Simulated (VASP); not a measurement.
# C (Pm-3m) in VASP: further runs

C is run at these levels: PBE-based screened hybrid with 30 % exact exchange, PBE-based screened hybrid with 40 % exact exchange; tasks: single point.

All numbers are computed with VASP 6.6.1; they aren't measurements. Logs are shortened: lines on timing, memory, paths and dates and some standing lists are left out, and cuts for length are marked.

**1. The cell of the first run**

It takes space group Pm-3m (No. 221, cubic). Conventional cell: a = 2.620 Å, b = 2.620 Å, c = 2.620 Å, α = 90.00°, β = 90.00°, γ = 90.00°. C (site symmetry 4/mmm) has 8 C at 1.85 Å within 2.5 Å.

**2. Single point, PBE-based screened hybrid with 30 % exact exchange**

File POSCAR:

```
C
1.0
    2.6197200000      0.0000000000      0.0000000000
    0.0000000000      2.6197200000      0.0000000000
    0.0000000000      0.0000000000      2.6197200000
C
3
Direct
    0.0000000000      0.5000000000      0.5000000000
    0.5000000000      0.0000000000      0.5000000000
    0.5000000000      0.5000000000      0.0000000000
```

File INCAR.step1:

```
PREC     = Accurate       # precision mode
ENCUT    = 520            # plane-wave cutoff, eV
EDIFF    = 1E-5           # SCF threshold, eV
ISMEAR   = -1             # smearing method
SIGMA    = 0.05           # smearing width, eV
LREAL    = False          # projectors in reciprocal space
LASPH    = True           # aspherical terms in the spheres
NELM     = 100            # most SCF steps
ALGO     = Normal         # electronic algorithm
ISIF     = 2              # what is computed and relaxed
LWAVE    = True           # write WAVECAR
LCHARG   = False          # write CHGCAR
GGA      = PE             # functional
NBANDS   = 13             # bands
```

File INCAR.step2:

```
PREC     = Accurate       # precision mode
ENCUT    = 520            # plane-wave cutoff, eV
EDIFF    = 1E-7           # SCF threshold, eV
ISMEAR   = -1             # smearing method
SIGMA    = 0.05           # smearing width, eV
LREAL    = False          # projectors in reciprocal space
LASPH    = True           # aspherical terms in the spheres
NELM     = 100            # most SCF steps
ALGO     = Normal         # electronic algorithm
ISIF     = 2              # what is computed and relaxed
LWAVE    = False          # write WAVECAR
LCHARG   = False          # write CHGCAR
GGA      = PE             # functional
LHFCALC  = True           # exact exchange
AEXX     = 0.3            # exact-exchange fraction
HFSCREEN = 0.2            # screening, 1/A
PRECFOCK = Normal       
ISTART   = 1            
NBANDS   = 13             # bands
```

File KPOINTS:

```
Automatic mesh
0
Gamma
  5 5 5
```

Potentials or basis: VASP PAW PBE potentials, release 64 (C).

Run with:

```sh
$ cat potpaw_PBE.64/C/POTCAR > POTCAR
$ cp INCAR.step1 INCAR
$ mpirun -np 1 vasp_std > vasp.out
$ cp INCAR.step2 INCAR
$ mpirun -np 1 vasp_std > vasp.out
```

OUTCAR:

```text
PREC = Accurate
   ENCUT = 520
   EDIFF = 1E-7
   ISMEAR = -1
   LREAL = False
   LASPH = True
   NELM = 100
   ISIF = 2
   GGA = PE
   LHFCALC = True
   AEXX = 0.3
   HFSCREEN = 0.2
   PRECFOCK = Normal
   ISTART = 1

 ion  position               nearest neighbor table
   1  0.000  0.500  0.500-   2 1.85   3 1.85   3 1.85   2 1.85   2 1.85   3 1.85   3 1.85   2 1.85

   2  0.500  0.000  0.500-   1 1.85   3 1.85   3 1.85   1 1.85   3 1.85   3 1.85   1 1.85   1 1.85

   3  0.500  0.500  0.000-   1 1.85   2 1.85   1 1.85   2 1.85   2 1.85   2 1.85   1 1.85   1 1.85

  LATTYP: Found a simple cubic cell.
 ALAT       =     2.6197200000

  Lattice vectors:

 A1 = (   2.6197200000,   0.0000000000,   0.0000000000)
 A2 = (   0.0000000000,   2.6197200000,   0.0000000000)
 A3 = (   0.0000000000,   0.0000000000,   2.6197200000)

Analysis of symmetry for initial positions (statically):
=====================================================================
 Subroutine PRICEL returns:
 Original cell was already a primitive cell.

 Routine SETGRP: Setting up the symmetry group for a
 simple cubic supercell.

 Subroutine GETGRP returns: Found 48 space group operations
 (whereof 48 operations were pure point group operations)
 out of a pool of 48 trial point group operations.

The static configuration has the point symmetry O_h .

Analysis of symmetry for dynamics (positions and initial velocities):
=====================================================================
 Subroutine PRICEL returns:
 Original cell was already a primitive cell.

 Routine SETGRP: Setting up the symmetry group for a
 simple cubic supercell.

 Subroutine GETGRP returns: Found 48 space group operations
 (whereof 48 operations were pure point group operations)
 out of a pool of 48 trial point group operations.

The dynamic configuration has the point symmetry O_h .

 Subroutine INISYM returns: Found 48 space group operations
 (whereof 48 operations are pure point group operations),
 and found     1 'primitive' translations

----------------------------------------------------------------------------------------

                                     Primitive cell

  volume of cell :      17.9790

  direct lattice vectors                    reciprocal lattice vectors
     2.619720000  0.000000000  0.000000000     0.381720184  0.000000000  0.000000000
     0.000000000  2.619720000  0.000000000     0.000000000  0.381720184  0.000000000
     0.000000000  0.000000000  2.619720000     0.000000000  0.000000000  0.381720184

  length of vectors
     2.619720000  2.619720000  2.619720000     0.381720184  0.381720184  0.381720184

  position of ions in fractional coordinates (direct lattice)
     0.000000000  0.500000000  0.500000000
     0.500000000  0.000000000  0.500000000
     0.500000000  0.500000000  0.000000000

  ion indices of the primitive-cell ions
   primitive index   ion index
                 1           1
                 2           2
                 3           3

----------------------------------------------------------------------------------------

 KPOINTS: Automatic mesh

Automatic generation of k-mesh.
 Grid dimensions read from file:
 generate k-points for:    5    5    5

 Generating k-lattice:

  Cartesian coordinates                     Fractional coordinates (reciprocal lattice)
     0.076344037  0.000000000  0.000000000     0.200000000  0.000000000  0.000000000
     0.000000000  0.076344037  0.000000000     0.000000000  0.200000000  0.000000000
     0.000000000  0.000000000  0.076344037     0.000000000  0.000000000  0.200000000

  Length of vectors
     0.076344037  0.076344037  0.076344037

  Shift w.r.t. Gamma in fractional coordinates (k-lattice)
     0.000000000  0.000000000  0.000000000

 Subroutine IBZKPT returns following result:
 ===========================================

 Found     10 irreducible k-points:

 Following reciprocal coordinates:
            Coordinates               Weight
  0.000000  0.000000  0.000000      1.000000
  0.200000  0.000000  0.000000      6.000000
  0.400000  0.000000  0.000000      6.000000
  0.200000  0.200000  0.000000     12.000000
  0.400000  0.200000  0.000000     24.000000
  0.400000  0.400000  0.000000     12.000000
  0.200000  0.200000  0.200000      8.000000
  0.400000  0.200000  0.200000     24.000000
  0.400000  0.400000  0.200000     24.000000
  0.400000  0.400000  0.400000      8.000000
   k-points           NKPTS =     10   k-points in BZ     NKDIM =    125   number of bands    NBANDS=     13
   number of dos      NEDOS =    301   number of ions     NIONS =      3
   total plane-waves  NPLWV =   8000
   dimension x,y,z NGX =    20 NGY =   20 NGZ =   20
   dimension x,y,z NGXF=    40 NGYF=   40 NGZF=   40
   ions per type =               3
   NGX,Y,Z   is equivalent  to a cutoff of  12.69, 12.69, 12.69 a.u.
   NGXF,Y,Z  is equivalent  to a cutoff of  25.38, 25.38, 25.38 a.u.
 SYSTEM =  unknown system
   PREC   = accura    normal or accurate (medium, high low for compatibility)
   ISTART =      1    job   : 0-new  1-cont  2-samecut
   ICHARG =      0    charge: 1-file 2-atom 10-const
   ISPIN  =      1    spin polarized calculation?
   LNONCOLLINEAR =      F non collinear calculations
   LSORBIT =      F    spin-orbit coupling
   LASPH  =      T    aspherical Exc in radial PAW
   ENCUT  =  520.0 eV  38.22 Ry    6.18 a.u.   4.87  4.87  4.87*2*pi/ulx,y,z
   NELM   =    100;   NELMIN=  2; NELMDL=  0     # of ELM steps
   EDIFF  = 0.1E-06   stopping-criterion for ELM
   LREAL  =      F    real-space projection
   EDIFFG = 0.1E-05   stopping-criterion for IOM
   NSW    =      0    number of steps for IOM
   IBRION =     -1    ionic relax: 0-MD 1-quasi-New 2-CG
   NFREE  =      0    steps in history (QN), initial steepest desc. (CG)
   ISIF   =      2    stress and relaxation
   ISYM   =      3    0-nonsym 1-usesym 2-fastsym
   POTIM  = 0.5000    time-step for ionic-motion
   TEBEG  =    0.0;   TEEND  =   0.0 temperature during run
   PSTRESS=    0.0 pullay stress
   NELECT =      12.0000    total number of electrons
   NUPDOWN=      -1.0000    fix difference up-down
   EMIN   =  10.00;   EMAX   =-10.00  energy-range for DOS
   EFERMI =   0.00;   METHOD = LEGACY
   ISMEAR =    -1;   SIGMA  =   0.05  broadening in eV -4-tet -1-fermi 0-gaus
   EFERMI_NEDOS =   21; number of points for ismear=-14 and -15
   IALGO  =     38    algorithm
   IMIX   =      1    mixing-type and parameters
     AMIX     =   0.40;   BMIX     =  1.00
     AMIX_MAG =   1.60;   BMIX_MAG =  1.00
  volume/ion in A,a.u.               =       5.99        40.44
  Fermi-wavevector in a.u.,A,eV,Ry     =   1.430695  2.703621 27.849602  2.046888
  Thomas-Fermi vector in A             =   2.550512
   LORBIT       =      0    0 simple, 1 ext, 2 COOP (PROOUT), +10 PAW based schemes
   GGA     = PE    functional components
   LHFCALC =     T    Hartree Fock is set to
   PRECFOCK=normal    Normal, Fast or Accurate (Low or Medium for compatibility)
   ENCUT4O =  -1.0   cutoff for four orbital integrals eV
   NKREDX  =     1    reduce k-point grid by
   NKREDY  =     1    reduce k-point grid by
   NKREDZ  =     1    reduce k-point grid by
   AEXX    =    0.3000 exact exchange contribution
   HFSCREEN=    0.2000 screening length (either q_TF or 0.3 A-1)
   HFSCREENC=   0.2000 screening length for correlation (either q_TF or 0.3 A-1)
   ENCUTFOCK=  -1.0 apply spherical cutoff to Coloumb kernel
   IVDW    =     0    specifies the selected vdW correction
   LEPSILON=     F    determine dielectric tensor
   LRPA    =     F    only Hartree local field effects (RPA)
 non-spin polarized calculation
  energy-cutoff  :      520.00
  volume of cell :       17.98
 maximum number of plane-waves:       497
 NGX is ok and might be reduce to    20
  NGX = 16; NGY = 16; NGZ = 16

 number of electron      11.9999999 magnetization

 Free energy of the ion-electron system (eV)
  ---------------------------------------------------
  ext. energy  EPLUGINS =         0.00000000
  ---------------------------------------------------
  free energy    TOTEN  =       -20.61360789 eV

  energy without entropy =      -20.60840576  energy(sigma->0) =      -20.61100682

 E-fermi :  11.0301     XC(G=0): -10.3940

 val. band max:       10.9498351792   @ k =   0.4000   0.0000   0.0000
 cond. band min:      11.3102023787   @ k =   0.4000   0.2000   0.0000
 fundamental gap:      0.3603671995
 Fermi energy:        11.0300936054

 k-point     1 :       0.0000    0.0000    0.0000
  band No.  band energies     occupation
      1     -15.0769      2.00000
      2       1.7029      2.00000
      3       1.7029      2.00000
      4       1.7029      2.00000
      5       7.3236      2.00000
      6       7.3236      2.00000
      7      16.2735      0.00000
      8      16.2735      0.00000
      9      16.2735      0.00000
     10      17.1188      0.00000
     11      21.8330      0.00000
     12      21.8330      0.00000
     13      21.8330      0.00000

 k-point     2 :       0.2000    0.0000    0.0000
  band No.  band energies     occupation
      1     -14.3293      2.00000
      2      -2.4620      2.00000
      3       2.4644      2.00000
      4       2.4644      2.00000
      5       7.9214      2.00000
      6      10.6398      1.99919
      7      14.6092      0.00000
      8      14.6092      0.00000
      9      14.8781      0.00000
     10      19.7655      0.00000
     11      20.7266      0.00000
     12      20.7266      0.00000
     13      20.8227      0.00000
[... 97 lines left out ...]
 k-point     9 :       0.4000    0.4000    0.2000
  band No.  band energies     occupation
      1      -8.7764      2.00000
      2      -3.9257      2.00000
      3      -3.7840      2.00000
      4       1.1403      2.00000
      5       3.3149      2.00000
      6       7.3057      2.00000
      7       8.7841      2.00000
      8      17.5442      0.00000
      9      19.9484      0.00000
     10      20.8026      0.00000
     11      21.6263      0.00000
     12      21.7996      0.00000
     13      23.2521      0.00000

 k-point    10 :       0.4000    0.4000    0.4000
  band No.  band energies     occupation
      1      -6.7972      2.00000
      2      -2.0830      2.00000
      3      -1.6654      2.00000
      4      -1.6654      2.00000
      5       2.2662      2.00000
      6       2.2662      2.00000
      7       4.1432      2.00000
      8      17.7064      0.00000
      9      21.9587      0.00000
     10      21.9587      0.00000
     11      22.8800      0.00000
     12      23.4474      0.00000
     13      23.4474      0.00000

------------------------ aborting loop because EDIFF is reached ----------------------------------------

  FORCE on cell =-STRESS in cart. coord.  units (eV):
  Direction    XX          YY          ZZ          XY          YZ          ZX
  --------------------------------------------------------------------------------------
  -------------------------------------------------------------------------------------
  Total       -0.4415922     -0.4415922     -0.4415922     -0.0000000     -0.0000000      0.0000000
  in kB      -39.3520471    -39.3520471    -39.3520471     -0.0000000     -0.0000000      0.0000000
  external PRESSURE =     -39.3520471 kB  Pullay stress =       0.0000000 kB

 VOLUME and BASIS-vectors are now :
 -----------------------------------------------------------------------------
  energy-cutoff  :      520.00
  volume of cell :       17.98
      direct lattice vectors                 reciprocal lattice vectors
     2.619720000  0.000000000  0.000000000     0.381720184  0.000000000  0.000000000
     0.000000000  2.619720000  0.000000000     0.000000000  0.381720184  0.000000000
     0.000000000  0.000000000  2.619720000     0.000000000  0.000000000  0.381720184

 POSITION                                       TOTAL-FORCE (eV/Angst)
 -----------------------------------------------------------------------------------
      0.00000      1.30986      1.30986         0.000000      0.000000      0.000000
      1.30986      0.00000      1.30986         0.000000      0.000000      0.000000
      1.30986      1.30986      0.00000         0.000000      0.000000      0.000000
 -----------------------------------------------------------------------------------
    total drift:                               -0.000000      0.000000     -0.000000

  FREE ENERGIE OF THE ION-ELECTRON SYSTEM (eV)
  ---------------------------------------------------
  free  energy   TOTEN  =       -20.6136078908 eV

  energy  without entropy=      -20.6084057555  energy(sigma->0) =      -20.61100682
```

Wall time 2.3 min (1 thread of Intel Xeon Platinum 8259CL at 2.50GHz (Skylake/Cascade Lake), shared host); peak memory 0.21 GiB.

Results:

| Property | Result |
| --- | --- |
| Free energy | -20.6136 eV |
| Pressure | -3.9 GPa |
| Band gap on the k mesh | zero (bands 6 and 7 overlap by 7.44 eV) |

Caveat: the k points lie up to 0.48 Å⁻¹ apart, too coarse for converged energies and pressures of a metal; the PAW data sets were made with another functional, which shifts forces and pressure a little.

**3. Single point, PBE-based screened hybrid with 40 % exact exchange**

POSCAR is that of step 2.

File INCAR.step1:

```
SYSTEM = C
PREC = Accurate
ENCUT = 520
EDIFF = 1E-5
ISMEAR = -1
SIGMA = 0.05
LREAL = .False.
LASPH = .True.
NELM = 80
ALGO = Normal
ISIF = 2
LWAVE = .True.
LCHARG = .False.
NBANDS = 13
GGA = PE
```

File INCAR.step2:

```
SYSTEM = C
PREC = Accurate
ENCUT = 520
EDIFF = 1E-7
ISMEAR = -1
SIGMA = 0.05
LREAL = .False.
LASPH = .True.
NELM = 80
ALGO = Normal
ISIF = 2
LWAVE = .False.
LCHARG = .False.
GGA = PE
LHFCALC = .True.
AEXX = 0.4
HFSCREEN = 0.2
PRECFOCK = Normal
NBANDS = 13
ISTART = 1
```

File KPOINTS:

```
Automatic mesh
0
Gamma
  5 5 5
  0 0 0
```

Potentials or basis: VASP PAW PBE potentials, release 64 (C).

Run with:

```sh
$ cat potpaw_PBE.64/C/POTCAR > POTCAR
$ cp INCAR.step1 INCAR
$ mpirun -np 1 vasp_std > vasp.out
$ cp INCAR.step2 INCAR
$ mpirun -np 1 vasp_std > vasp.out
```

Wall time 2.7 min (1 thread of Intel Xeon Platinum 8259CL at 2.50GHz (Skylake/Cascade Lake), shared host); peak memory 0.21 GiB.

The run converged. Its results:

```yaml
Free_energy: -21.9170 eV
Pressure: -7.5 GPa
Band_gap_on_the_k_mesh: zero (bands 6 and 7 overlap by 7.87 eV)
```

Levels at points of the mesh, in eV from the Fermi level:
```tsv
k point	band 4	band 5	band 6	band 7	band 8	band 9
(0.00, 0.00, 0.00)	-9.78	-3.96	-3.96	5.57	5.57	5.57
```

Caveat: the k points lie up to 0.48 Å⁻¹ apart, too coarse for converged energies and pressures of a metal; the PAW data sets were made with another functional, which shifts forces and pressure a little.

The gap in the log of VASP goes by the Fermi energy; the results here count the filled bands.